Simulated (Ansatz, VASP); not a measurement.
# One calculation of Si2W, two programs

File INCAR:

```
SYSTEM = Si2W
ALGO = Normal ; EDIFF = 1E-6
ENCUT = 520 ; GGA = PS
ISIF = 2 ; ISMEAR = 0
LASPH = .TRUE. ; LCHARG = .TRUE.
LELF = .TRUE. ; LREAL = .FALSE.
LVHAR = .TRUE. ; LWAVE = .FALSE.
NBANDS = 43 ; NELM = 60
PREC = Accurate ; SIGMA = 0.15
```

File KPOINTS:

```
k-points
0
G
  12 12 6
  0 0 0
```

The input POSCAR:

```
Si2W
1.0
    4.4616844367      0.0000000000      0.0000000000
   -2.2308422184      3.8639320658      0.0000000000
    0.0000000000      0.0000000000      6.6033074698
Si W
6 3
Direct
    0.8361793875      0.6723587749      0.5000000000
    0.1638206125      0.8361793875      0.8333333333
    0.6723587749      0.8361793875      0.1666666667
    0.1638206125      0.3276412251      0.5000000000
    0.8361793875      0.1638206125      0.8333333333
    0.3276412251      0.1638206125      0.1666666667
    0.0000000000      0.5000000000      0.1666666667
    0.5000000000      0.5000000000      0.8333333333
    0.5000000000      0.0000000000      0.5000000000
```

Input for Ansatz:

```yaml
crystal:
  lattice:
    - [4.4616844367, 0.0, 0.0]
    - [-2.2308422184, 3.8639320658, 0.0]
    - [0.0, 0.0, 6.6033074698]
  atoms:
    - { symbol: Si, position: [0.8361793875, 0.6723587749, 0.5] }
    - { symbol: Si, position: [0.1638206125, 0.8361793875, 0.8333333333] }
    - { symbol: Si, position: [0.6723587749, 0.8361793875, 0.1666666667] }
    - { symbol: Si, position: [0.1638206125, 0.3276412251, 0.5] }
    - { symbol: Si, position: [0.8361793875, 0.1638206125, 0.8333333333] }
    - { symbol: Si, position: [0.3276412251, 0.1638206125, 0.1666666667] }
    - { symbol: W, position: [0.0, 0.5, 0.1666666667] }
    - { symbol: W, position: [0.5, 0.5, 0.8333333333] }
    - { symbol: W, position: [0.5, 0.0, 0.5] }
basis:
  ecutwfc: 420
kpoints:
  mp_grid: { grid: [12, 12, 6] }
hamiltonian:
  xc: pbesol
scf:
  occupations: { method: gaussian, width: 0.15 }
output:
  forces: true
  stress: true
  eigenvalues: true
```

Change from the starting cell: strain -0.025 along x and y, +0.000 along z, atoms carried along.

Alike in both runs: task single point; functional PBEsol; k mesh 12 × 12 × 6; occupations gaussian, width 0.15 eV; no spin polarisation.

|  | VASP | Ansatz |
| --- | --- | --- |
| version | VASP 6.6.1 | Ansatz 0.2.0 |
| potentials or method | VASP PAW PBE potentials, release 64 (Si, W_sv), cutoff 520 eV | scalar-relativistic, plane waves, PAW |
| valence electrons in the cell | 66 | 66 |

|  | VASP | Ansatz | Ansatz less VASP |
| --- | --- | --- | --- |
| gap on the k mesh at the Fermi level (eV) | 0.08 | 0.08 | 0.000 |
| least direct gap on the mesh (eV) | 0.71 | 0.71 | 0.000 |
| pressure (GPa) | 13.7 | 13.2 | -0.45 |
| traceless stress, the component that is largest in VASP (GPa) | -5.10 | -5.12 | -0.017 |
| rms of the force components (eV/Å) | 0.003 | 0.004 | +0.0012 |

VASP's potentials were made for PBE, not for PBEsol. Atom by atom the forces differ by 0.001 eV/Å (rms over components). The functional is the same, so the differences come from potentials, cutoffs and numerics.

Neither program's run includes spin-orbit coupling.
